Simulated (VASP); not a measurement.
# Ge (Immm) in VASP: notebook

The runs below take Ge through single point, with LDA.

Everything below comes from runs of VASP 6.6.1. Logs are shortened: lines on timing, memory, paths and dates and some standing lists are left out, and cuts for length are marked.

## Step 1: The cell of the first run

The structure is orthorhombic, space group Immm (No. 71). Conventional cell: a = 2.879 Å, b = 3.057 Å, c = 4.197 Å, α = 90.00°, β = 90.00°, γ = 90.00°. Ge (site symmetry mmm) has 12 Ge at 2.88 to 3.06 Å within 3.8 Å.

## Step 2: Single point, LDA (strain -0.0600 x Voigt [0, 0, 0, 0, 0, 1])

Contents of INCAR:

```
SYSTEM = Ge
ALGO     = Normal         ! electronic algorithm
EDIFF    = 1E-6           ! SCF threshold, eV
ENCUT    = 520            ! plane-wave cutoff, eV
GGA      = CA             ! functional
ISIF     = 2              ! what is computed and relaxed
ISMEAR   = 0              ! smearing method
LASPH    = .True.         ! aspherical terms in the spheres
LCHARG   = .False.        ! write CHGCAR
LREAL    = .False.        ! projectors in reciprocal space
LWAVE    = .False.        ! write WAVECAR
NBANDS   = 13             ! bands
NELM     = 60             ! most SCF steps
PREC     = Accurate       ! precision mode
SIGMA    = 0.15           ! smearing width, eV
```

Contents of KPOINTS:

```
k-points
0
Gamma
  20 20 20
  0 0 0
```

Contents of POSCAR:

```
Ge
1.0
   -0.0629508158      2.0983605250      2.0983605250
    2.0983605250     -0.0629508158      2.0983605250
    2.0354097092      2.0354097092      0.0000000000
Ge
1
Direct
    0.0000000000      0.0000000000      0.0000000000
```

Potentials or basis: VASP PAW LDA potentials, release 64 (Ge_d).

Command:

```bash
> cat potpaw_LDA.64/Ge_d/POTCAR > POTCAR
> mpirun -np 1 vasp_std > vasp.out
```

OUTCAR:

```text
SYSTEM = Ge
   EDIFF = 1E-6
   ENCUT = 520
   GGA = CA
   ISIF = 2
   ISMEAR = 0
   LASPH = .True.
   LREAL = .False.
   NELM = 60
   PREC = Accurate

 ion  position               nearest neighbor table
   1  0.000  0.000  0.000-

  LATTYP: Found a body centered orthorhombic cell.
 ALAT       =     2.8785040157
 B/A-ratio  =     1.0618556702
 C/A-ratio  =     1.4579521262

  Lattice vectors:

 A1 = (   0.0629508158,  -2.0983605250,  -2.0983605250)
 A2 = (  -0.0629508158,   2.0983605250,  -2.0983605250)
 A3 = (   2.0983605250,  -0.0629508158,   2.0983605250)

Analysis of symmetry for initial positions (statically):
=====================================================================
 Subroutine PRICEL returns:
 Original cell was already a primitive cell.

 Routine SETGRP: Setting up the symmetry group for a
 body centered orthorhombic supercell.

 Subroutine GETGRP returns: Found  8 space group operations
 (whereof  8 operations were pure point group operations)
 out of a pool of  8 trial point group operations.

The static configuration has the point symmetry D_2h.

Analysis of symmetry for dynamics (positions and initial velocities):
=====================================================================
 Subroutine PRICEL returns:
 Original cell was already a primitive cell.

 Routine SETGRP: Setting up the symmetry group for a
 body centered orthorhombic supercell.

 Subroutine GETGRP returns: Found  8 space group operations
 (whereof  8 operations were pure point group operations)
 out of a pool of  8 trial point group operations.

The dynamic configuration has the point symmetry D_2h.

 Subroutine INISYM returns: Found  8 space group operations
 (whereof  8 operations are pure point group operations),
 and found     1 'primitive' translations

----------------------------------------------------------------------------------------

                                     Primitive cell

  volume of cell :      18.4620

  direct lattice vectors                    reciprocal lattice vectors
    -0.062950816  2.098360525  2.098360525    -0.231341034  0.231341034  0.238281265
     2.098360525 -0.062950816  2.098360525     0.231341034 -0.231341034  0.238281265
     2.035409709  2.035409709  0.000000000     0.245650789  0.245650789 -0.238281265

  length of vectors
     2.968197532  2.968197532  2.878504016     0.404741039  0.404741039  0.421267826

  position of ions in fractional coordinates (direct lattice)
     0.000000000  0.000000000  0.000000000

  ion indices of the primitive-cell ions
   primitive index   ion index
                 1           1

----------------------------------------------------------------------------------------

 KPOINTS: k-points

Automatic generation of k-mesh.
 Grid dimensions read from file:
 generate k-points for:   20   20   20

 Generating k-lattice:

  Cartesian coordinates                     Fractional coordinates (reciprocal lattice)
    -0.011567052  0.011567052  0.011914063     0.050000000  0.000000000  0.000000000
     0.011567052 -0.011567052  0.011914063     0.000000000  0.050000000  0.000000000
     0.012282539  0.012282539 -0.011914063     0.000000000  0.000000000  0.050000000

  Length of vectors
     0.020237052  0.020237052  0.021063391

  Shift w.r.t. Gamma in fractional coordinates (k-lattice)
     0.000000000  0.000000000  0.000000000

 Subroutine IBZKPT returns following result:
 ===========================================

 Found   1166 irreducible k-points:

 Following reciprocal coordinates:
            Coordinates               Weight
  0.000000  0.000000  0.000000      1.000000
  0.050000  0.000000  0.000000      4.000000
  0.100000  0.000000  0.000000      4.000000
  0.150000 -0.000000  0.000000      4.000000
  0.200000  0.000000  0.000000      4.000000
  0.250000 -0.000000  0.000000      4.000000
[... 16 lines left out ...]
 -0.400000  0.050000  0.000000      4.000000
 -0.350000  0.050000  0.000000      4.000000
 [... further k-points ...]
   k-points           NKPTS =   1166   k-points in BZ     NKDIM =   1166   number of bands    NBANDS=     13
   number of dos      NEDOS =    301   number of ions     NIONS =      1
   total plane-waves  NPLWV =  13824
   dimension x,y,z NGX =    24 NGY =   24 NGZ =   24
   dimension x,y,z NGXF=    48 NGYF=   48 NGZF=   48
   ions per type =               1
   NGX,Y,Z   is equivalent  to a cutoff of  13.44, 13.44, 13.86 a.u.
   NGXF,Y,Z  is equivalent  to a cutoff of  26.88, 26.88, 27.72 a.u.
 SYSTEM =  Ge
   PREC   = accura    normal or accurate (medium, high low for compatibility)
   ISTART =      0    job   : 0-new  1-cont  2-samecut
   ICHARG =      2    charge: 1-file 2-atom 10-const
   ISPIN  =      1    spin polarized calculation?
   LNONCOLLINEAR =      F non collinear calculations
   LSORBIT =      F    spin-orbit coupling
   LASPH  =      T    aspherical Exc in radial PAW
   ENCUT  =  520.0 eV  38.22 Ry    6.18 a.u.   5.52  5.52  5.35*2*pi/ulx,y,z
   NELM   =     60;   NELMIN=  2; NELMDL= -5     # of ELM steps
   EDIFF  = 0.1E-05   stopping-criterion for ELM
   LREAL  =      F    real-space projection
   EDIFFG = 0.1E-04   stopping-criterion for IOM
   NSW    =      0    number of steps for IOM
   IBRION =     -1    ionic relax: 0-MD 1-quasi-New 2-CG
   NFREE  =      0    steps in history (QN), initial steepest desc. (CG)
   ISIF   =      2    stress and relaxation
   ISYM   =      2    0-nonsym 1-usesym 2-fastsym
   POTIM  = 0.5000    time-step for ionic-motion
   TEBEG  =    0.0;   TEEND  =   0.0 temperature during run
   PSTRESS=    0.0 pullay stress
   NELECT =      14.0000    total number of electrons
   NUPDOWN=      -1.0000    fix difference up-down
   EMIN   =  10.00;   EMAX   =-10.00  energy-range for DOS
   EFERMI =   0.00;   METHOD = LEGACY
   ISMEAR =     0;   SIGMA  =   0.15  broadening in eV -4-tet -1-fermi 0-gaus
   EFERMI_NEDOS =   21; number of points for ismear=-14 and -15
   IALGO  =     38    algorithm
   IMIX   =      4    mixing-type and parameters
     AMIX     =   0.40;   BMIX     =  1.00
     AMIX_MAG =   1.60;   BMIX_MAG =  1.00
  volume/ion in A,a.u.               =      18.46       124.59
  Fermi-wavevector in a.u.,A,eV,Ry     =   1.492878  2.821131 30.323110  2.228686
  Thomas-Fermi vector in A             =   2.605350
   LORBIT       =      0    0 simple, 1 ext, 2 COOP (PROOUT), +10 PAW based schemes
   GGA     = CA    functional components
   LHFCALC =     F    Hartree Fock is set to
   AEXX    =    0.0000 exact exchange contribution
   IVDW    =     0    specifies the selected vdW correction
   LEPSILON=     F    determine dielectric tensor
   LRPA    =     F    only Hartree local field effects (RPA)
 non-spin polarized calculation
 Gauss-broadening in eV      SIGMA  =   0.15
  energy-cutoff  :      520.00
  volume of cell :       18.46
 maximum number of plane-waves:       518
 NGX is ok and might be reduce to    24
   NGX = 11   NGY = 11   NGZ = 11

 number of electron      14.0000004 magnetization

 Free energy of the ion-electron system (eV)
  ---------------------------------------------------
  ext. energy  EPLUGINS =         0.00000000
  ---------------------------------------------------
  free energy    TOTEN  =        -4.87811778 eV

  energy without entropy =       -4.87257061  energy(sigma->0) =       -4.87534420

 E-fermi :   6.8384     XC(G=0): -11.6838

 val. band max:        6.8372929044   @ k =   0.5000  -0.0000   0.3500
 cond. band min:       6.8401575831   @ k =  -0.2500   0.5000   0.3000
 fundamental gap:      0.0028646787
 Fermi energy:         6.8383777184

 k-point     1 :       0.0000    0.0000    0.0000
  band No.  band energies     occupation
      1     -18.0660      2.00000
      2     -18.0613      2.00000
      3     -18.0411      2.00000
      4     -17.9998      2.00000
      5     -17.9989      2.00000
      6      -6.6070      2.00000
      7      15.0777      0.00000
      8      15.6786      0.00000
      9      16.6135      0.00000
     10      20.1166      0.00000
     11      20.7616      0.00000
     12      22.0451      0.00000
     13      22.2736      0.00000

 k-point     2 :       0.0500    0.0000    0.0000
  band No.  band energies     occupation
      1     -18.0652      2.00000
      2     -18.0610      2.00000
      3     -18.0399      2.00000
      4     -17.9997      2.00000
      5     -17.9988      2.00000
      6      -6.5464      2.00000
      7      14.5060      0.00000
      8      15.4387      0.00000
      9      16.5118      0.00000
     10      20.2493      0.00000
     11      20.8124      0.00000
     12      22.2108      0.00000
     13      22.9488      0.00000

 k-point     3 :       0.1000    0.0000    0.0000
  band No.  band energies     occupation
      1     -18.0636      2.00000
      2     -18.0599      2.00000
      3     -18.0365      2.00000
      4     -17.9991      2.00000
      5     -17.9983      2.00000
      6      -6.3647      2.00000
      7      12.9733      0.00000
      8      15.1800      0.00000
      9      16.2466      0.00000
     10      20.2562      0.00000
     11      21.1016      0.00000
     12      22.6262      0.00000
     13      24.5012      0.00000

 k-point     4 :       0.1500   -0.0000    0.0000
  band No.  band energies     occupation
      1     -18.0629      2.00000
      2     -18.0572      2.00000
      3     -18.0327      2.00000
      4     -17.9968      2.00000
      5     -17.9967      2.00000
      6      -6.0620      2.00000
      7      11.1521      0.00000
      8      14.9114      0.00000
      9      15.8980      0.00000
     10      20.0696      0.00000
     11      21.5701      0.00000
     12      23.0048      0.00000
     13      24.7372      0.00000

 k-point     5 :       0.2000    0.0000    0.0000
  band No.  band energies     occupation
      1     -18.0631      2.00000
      2     -18.0544      2.00000
      3     -18.0304      2.00000
      4     -17.9933      2.00000
      5     -17.9910      2.00000
      6      -5.6390      2.00000
      7       9.2999      0.00000
      8      14.6457      0.00000
      9      15.5329      0.00000
     10      19.8613      0.00000
     11      21.7858      0.00000
     12      22.8760      0.00000
     13      24.2820      0.00000
[... 257 lines left out ...]
 k-point    22 :      -0.4500    0.0500    0.0000
  band No.  band energies     occupation
      1     -18.0695      2.00000
      2     -18.0530      2.00000
      3     -18.0360      2.00000
      4     -17.9623      2.00000
      5     -17.9481      2.00000
      6      -1.7598      2.00000
      7       1.3744      2.00000
      8      13.1517      0.00000
      9      14.3127      0.00000
     10      19.2267      0.00000
     11      20.1881      0.00000
     12      20.7664      0.00000
     13      22.2104      0.00000

 k-point    23 :      -0.4000    0.0500    0.0000
  band No.  band energies     occupation
      1     -18.0677      2.00000
      2     -18.0533      2.00000
      3     -18.0351      2.00000
      4     -17.9644      2.00000
      5     -17.9539      2.00000
      6      -2.5296      2.00000
      7       2.4319      2.00000
      8      13.0108      0.00000
      9      14.5300      0.00000
     10      19.5324      0.00000
     11      20.2491      0.00000
     12      20.8126      0.00000
     13      22.4863      0.00000

 k-point    24 :      -0.3500    0.0500    0.0000
  band No.  band energies     occupation
      1     -18.0654      2.00000
      2     -18.0535      2.00000
      3     -18.0333      2.00000
      4     -17.9689      2.00000
      5     -17.9627      2.00000
      6      -3.3791      2.00000
      7       3.8065      2.00000
      8      12.9467      0.00000
      9      14.8087      0.00000
     10      19.8805      0.00000
     11      20.3914      0.00000
     12      21.0118      0.00000
     13      22.9590      0.00000

 [... further k-points ...]
[... 5 lines left out ...]
  --------------------------------------------------------------------------------------
  -------------------------------------------------------------------------------------
  Total       -0.1217866     -0.1217866     -0.1005963      0.1252928      0.0000000      0.0000000
  in kB      -10.5689223    -10.5689223     -8.7299843     10.8732051      0.0000000      0.0000000
  external PRESSURE =      -9.9559429 kB  Pullay stress =       0.0000000 kB

 VOLUME and BASIS-vectors are now :
 -----------------------------------------------------------------------------
  energy-cutoff  :      520.00
  volume of cell :       18.46
      direct lattice vectors                 reciprocal lattice vectors
    -0.062950816  2.098360525  2.098360525    -0.231341034  0.231341034  0.238281265
     2.098360525 -0.062950816  2.098360525     0.231341034 -0.231341034  0.238281265
     2.035409709  2.035409709  0.000000000     0.245650789  0.245650789 -0.238281265

 POSITION                                       TOTAL-FORCE (eV/Angst)
 -----------------------------------------------------------------------------------
      0.00000      0.00000      0.00000         0.000000     -0.000000      0.000000
 -----------------------------------------------------------------------------------
    total drift:                                0.000000      0.000000     -0.000000

  FREE ENERGIE OF THE ION-ELECTRON SYSTEM (eV)
  ---------------------------------------------------
  free  energy   TOTEN  =        -4.8781177793 eV

  energy  without entropy=       -4.8725706145  energy(sigma->0) =       -4.87534420
```

Wall time 98 s (1 thread of Intel Xeon Platinum 8259CL at 2.50GHz (Skylake/Cascade Lake), shared host); peak memory 0.35 GiB.

What came out:

| Item | Value |
| --- | --- |
| Free energy | -4.8781 eV |
| Pressure | -1.0 GPa |
| Band gap on the k mesh | zero (band 7 reaches 15.12 eV, above the bottom of band 8 at 4.30 eV) |

Caveat: the cell differs from its parent crystal (strain -0.0600 x Voigt [0, 0, 0, 0, 0, 1]).

[end of part 1 of 2]
